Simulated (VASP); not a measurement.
Ca3CdF8, 12 atoms in the cell. It takes space group Cmmm (No. 65, orthorhombic). The conventional cell has a = 7.679 Å, b = 10.854 Å, c = 3.835 Å, α = 90.00°, β = 90.00°, γ = 90.00°. Within 3.1 Å of Ca (site symmetry 2/m) lie 8 F at 2.35 Å. Ca (site symmetry mmm) has 8 F at 2.35 to 2.36 Å within 3.1 Å. F (site symmetry m) has 1 Cd at 2.34 Å and 3 Ca at 2.35 to 2.36 Å and 6 F at 2.71 to 2.72 Å within 3.1 Å. F (site symmetry m2m) has 2 Cd at 2.34 Å and 2 Ca at 2.35 Å and 6 F at 2.70 to 2.72 Å within 3.1 Å. F (site symmetry m2m) has 4 Ca at 2.35 Å and 6 F at 2.72 Å within 3.1 Å. Cd (site symmetry mmm) has 8 F at 2.34 Å within 3.1 Å. 

| Property | Result |
| --- | --- |
| Program | VASP 6.6.1 |
| Task | single point |
| Functional | r2SCAN |
| Potentials or basis | VASP PAW PBE potentials, release 64 (Ca_sv, F, Cd) |
| Cutoff | 520 eV |
| k mesh | 4 × 4 × 6 |
| Occupations | gaussian, width 0.01 eV |
| Spin | no spin polarisation |
| Dipole correction | no |
| Further INCAR settings | ALGO = Normal; EDIFF = 1e-06; NBANDS = 61 |

Potentials or basis: VASP PAW PBE potentials, release 64 (Ca_sv, F, Cd).

The run is started by

```sh
$ cat potpaw_PBE.64/Ca_sv/POTCAR potpaw_PBE.64/F/POTCAR potpaw_PBE.64/Cd/POTCAR > POTCAR
$ cp INCAR.step1 INCAR
$ mpirun -np 1 vasp_std > vasp.out
$ cp INCAR.step2 INCAR
$ mpirun -np 1 vasp_std > vasp.out
```

Hardware: 1 thread of Intel Xeon 8259CL, with other jobs on the host.

Question: How long does it take, and how much memory?

Answer: Wall time 42 min on 1 thread of Intel Xeon 8259CL, with other jobs on the host, peak memory 0.43 GiB. Counts: k points 28.
